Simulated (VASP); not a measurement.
# Ti6C in VASP: relaxation of the atoms with PBE

Aim: the relaxation of the atoms of Ti6C with PBE.

Everything below comes from runs of VASP 6.6.1. Logs are shortened: lines on timing, memory, paths and dates and some standing lists are left out, and cuts for length are marked.

**1. The cell of the first run**

The cell holds a slab with vacuum, 7 atoms: a = 2.832 Å, b = 4.579 Å, c = 22.051 Å, α = 90.00°, β = 90.00°, γ = 90.00°.

**2. Relaxation of the atoms, PBE**

INCAR reads:

```
PREC     = Accurate       # precision mode
ENCUT    = 520            # plane-wave cutoff, eV
EDIFF    = 1E-7           # SCF threshold, eV
ISMEAR   = 0              # smearing method
SIGMA    = 0.1            # smearing width, eV
LREAL    = False          # projectors in reciprocal space
LASPH    = True           # aspherical terms in the spheres
NELM     = 120            # most SCF steps
ALGO     = Normal         # electronic algorithm
ISIF     = 2              # what is computed and relaxed
LWAVE    = False          # write WAVECAR
LCHARG   = False          # write CHGCAR
LDIPOL   = True         
IDIPOL   = 3            
DIPOL    = 0.5 0.5 0.356
GGA      = PE             # functional
IBRION   = 2              # ionic algorithm
NSW      = 36             # ionic steps
EDIFFG   = -0.025         # ionic threshold
GGA_COMPAT= False        
NELMIN   = 4            
NELMDL   = -8           
KPAR     = 4
```

KPOINTS reads:

```
regular mesh
0
Gamma
  9 6 1
```

POSCAR reads:

```
Ti6C
1.0
    2.8319727860      0.0000000000      0.0000000000
    0.0000000000      4.5793473380      0.0000000000
    0.0000000000      0.0000000000     22.0506909065
Ti C
6 1
Selective dynamics
Direct
    0.5000000000      0.0000000000      0.1814002118  F F F
    0.0000000000      0.5000000000      0.2413504290  F F F
    0.5000000000      0.0000000000      0.3013006462  F F F
    0.5000000000      0.5000000000      0.3625816208  F F F
    0.0000000000      0.0000000000      0.4208167734  F F F
    0.5000000000      0.5000000000      0.4784743912  F F F
    1.0000000000      1.0000000000      0.5056844229  F F T
```

Potentials or basis: VASP PAW PBE potentials, release 64 (Ti_sv, C).

Command:

```
$ cat potpaw_PBE.64/Ti_sv/POTCAR potpaw_PBE.64/C/POTCAR > POTCAR
$ mpirun -np 4 vasp_std > vasp.out
```

OUTCAR:

```text
PREC = Accurate
   ENCUT = 520
   EDIFF = 1E-7
   ISMEAR = 0
   LREAL = False
   LASPH = True
   NELM = 120
   ISIF = 2
   GGA = PE
   IBRION = 2
   NSW = 36
   EDIFFG = -0.025
   NELMIN = 4
   NELMDL = -8

 ion  position               nearest neighbor table
   1  0.500  0.000  0.181-   3 2.64
   2  0.000  0.500  0.241-
   3  0.500  0.000  0.301-   1 2.64   4 2.66   4 2.66
   4  0.500  0.500  0.363-   6 2.56   3 2.66   3 2.66
   5  0.000  0.000  0.421-   7 1.87
   6  0.500  0.500  0.478-   4 2.56
   7  0.000  0.000  0.506-   5 1.87

  LATTYP: Found a simple orthorhombic cell.
 ALAT       =     2.8319727860
 B/A-ratio  =     1.6170167173
 C/A-ratio  =     7.7863357358

  Lattice vectors:

 A1 = (   2.8319727860,   0.0000000000,   0.0000000000)
 A2 = (   0.0000000000,   4.5793473380,   0.0000000000)
 A3 = (   0.0000000000,   0.0000000000,  22.0506909065)

Analysis of symmetry for initial positions (statically):
=====================================================================
 Subroutine PRICEL returns:
 Original cell was already a primitive cell.

 Routine SETGRP: Setting up the symmetry group for a
 simple orthorhombic supercell.

 Subroutine GETGRP returns: Found  4 space group operations
 (whereof  4 operations were pure point group operations)
 out of a pool of  8 trial point group operations.

The static configuration has the point symmetry C_2v.

Analysis of symmetry for dynamics (positions and initial velocities):
=====================================================================
 Subroutine PRICEL returns:
 Original cell was already a primitive cell.

 Routine SETGRP: Setting up the symmetry group for a
 simple orthorhombic supercell.

 Subroutine GETGRP returns: Found  4 space group operations
 (whereof  4 operations were pure point group operations)
 out of a pool of  8 trial point group operations.

The dynamic configuration has the point symmetry C_2v.

Analysis of constrained symmetry for selective dynamics:
[... 184 lines left out ...]
      direct lattice vectors                 reciprocal lattice vectors
     2.831972786  0.000000000  0.000000000     0.353110738  0.000000000  0.000000000
     0.000000000  4.579347338  0.000000000     0.000000000  0.218371730  0.000000000
     0.000000000  0.000000000 22.050690907     0.000000000  0.000000000  0.045350053

 POSITION                                       TOTAL-FORCE (eV/Angst)
 -----------------------------------------------------------------------------------
      1.41599      0.00000      4.00000         0.000000      0.000000      0.363107
      0.00000      2.28967      5.32194         0.000000      0.000000      0.256403
      1.41599      0.00000      6.64389         0.000000      0.000000     -0.629428
      1.41599      2.28967      7.99518         0.000000      0.000000     -0.224688
      0.00000      0.00000      9.27930         0.000000      0.000000     -1.589812
      1.41599      2.28967     10.55069         0.000000      0.000000      1.729805
      0.00000      0.00000     11.15069         0.000000      0.000000      0.094612
 -----------------------------------------------------------------------------------
    total drift:                                0.000000      0.000000     -0.000241

  FREE ENERGIE OF THE ION-ELECTRON SYSTEM (eV)
  ---------------------------------------------------
  free  energy   TOTEN  =       -50.9290980061 eV

  energy  without entropy=      -50.8856539122  energy(sigma->0) =      -50.90737596

--------------------------------------- Ionic step        2  -------------------------------------------

 number of electron      75.9999999 magnetization

 dipolmoment           0.000000      0.000000      0.133182 electrons x Angstroem

 Free energy of the ion-electron system (eV)
  ---------------------------------------------------
  ext. energy  EPLUGINS =         0.00000000
  ---------------------------------------------------
  free energy    TOTEN  =       -50.92934751 eV

  energy without entropy =      -50.88570874  energy(sigma->0) =      -50.90752812

 E-fermi :   0.5613     XC(G=0):  -5.3845

 val. band max:        0.5586095473   @ k =   0.2222   0.3333   0.0000
 cond. band min:       0.5688236724   @ k =   0.3333   0.5000   0.0000
 fundamental gap:      0.0102141251
 Fermi energy:         0.5613044546

 k-point     1 :       0.0000    0.0000    0.0000
  band No.  band energies     occupation
      1     -56.6932      2.00000
      2     -56.3823      2.00000
      3     -56.2684      2.00000
      4     -56.0142      2.00000
      5     -55.8556      2.00000
      6     -55.6256      2.00000
[... 949 lines left out ...]
     44       1.4636      0.00000
     45       1.6322      0.00000

------------------------ aborting loop because EDIFF is reached ----------------------------------------

 vacuum level on the upper side and lower side of the slab       (xc-potential included)         0.900        -1.026

  FORCE on cell =-STRESS in cart. coord.  units (eV):
  Direction    XX          YY          ZZ          XY          YZ          ZX
  --------------------------------------------------------------------------------------
  -------------------------------------------------------------------------------------
  Total       -3.1069939     -9.9723489      1.2212359      0.0000000      0.0000000      0.0000000
  in kB      -17.4074888    -55.8718671      6.8421927      0.0000000      0.0000000      0.0000000
  external PRESSURE =     -22.1457210 kB  Pullay stress =       0.0000000 kB

 VOLUME and BASIS-vectors are now :
 -----------------------------------------------------------------------------
  energy-cutoff  :      520.00
  volume of cell :      285.97
      direct lattice vectors                 reciprocal lattice vectors
     2.831972786  0.000000000  0.000000000     0.353110738  0.000000000  0.000000000
     0.000000000  4.579347338  0.000000000     0.000000000  0.218371730  0.000000000
     0.000000000  0.000000000 22.050690907     0.000000000  0.000000000  0.045350053

 POSITION                                       TOTAL-FORCE (eV/Angst)
 -----------------------------------------------------------------------------------
      1.41599      0.00000      4.00000         0.000000      0.000000      0.363906
      0.00000      2.28967      5.32194         0.000000      0.000000      0.254626
      1.41599      0.00000      6.64389         0.000000      0.000000     -0.628815
      1.41599      2.28967      7.99518         0.000000      0.000000     -0.224034
      0.00000      0.00000      9.27930         0.000000      0.000000     -1.517327
      1.41599      2.28967     10.55069         0.000000      0.000000      1.736741
      0.00000      0.00000     11.15526         0.000000      0.000000      0.014903
 -----------------------------------------------------------------------------------
    total drift:                                0.000000      0.000000     -0.000330

  FREE ENERGIE OF THE ION-ELECTRON SYSTEM (eV)
  ---------------------------------------------------
  free  energy   TOTEN  =       -50.9293475073 eV

  energy  without entropy=      -50.8857087378  energy(sigma->0) =      -50.90752812

 reached required accuracy - stopping structural energy minimisation

 vacuum level on the upper side and lower side of the slab         5.802         3.852
```

Run time: 7.4 min. Hardware: 4 MPI ranks of Oxide Virtual Turin-like, shared host; peak memory 0.5 GiB.

What came out:

| Property | Result |
| --- | --- |
| Free energy | -50.9293 eV |
| Energy gained by relaxing | 0.0 meV/atom |
| Ionic steps | 2 |
| Band gap on the k mesh | zero (bands 38 and 39 overlap by 0.16 eV) |

Step by step:
| step | energy change (eV) | largest force on free atoms (eV/Å) | pressure (GPa) |
| --- | --- | --- | --- |
| 1 | 0.0000 | 0.0946 | -2.18 |
| 2 | -0.0002 | 0.0149 | -2.21 |

Final structure:
```
CELL_PARAMETERS angstrom
2.83197 0.00000 0.00000
0.00000 4.57935 0.00000
0.00000 0.00000 22.05069
ATOMIC_POSITIONS crystal
Ti 0.50000 0.00000 0.18140
Ti 0.00000 0.50000 0.24135
Ti 0.50000 0.00000 0.30130
Ti 0.50000 0.50000 0.36258
Ti 0.00000 0.00000 0.42082
Ti 0.50000 0.50000 0.47847
C 0.00000 0.00000 0.50589
```
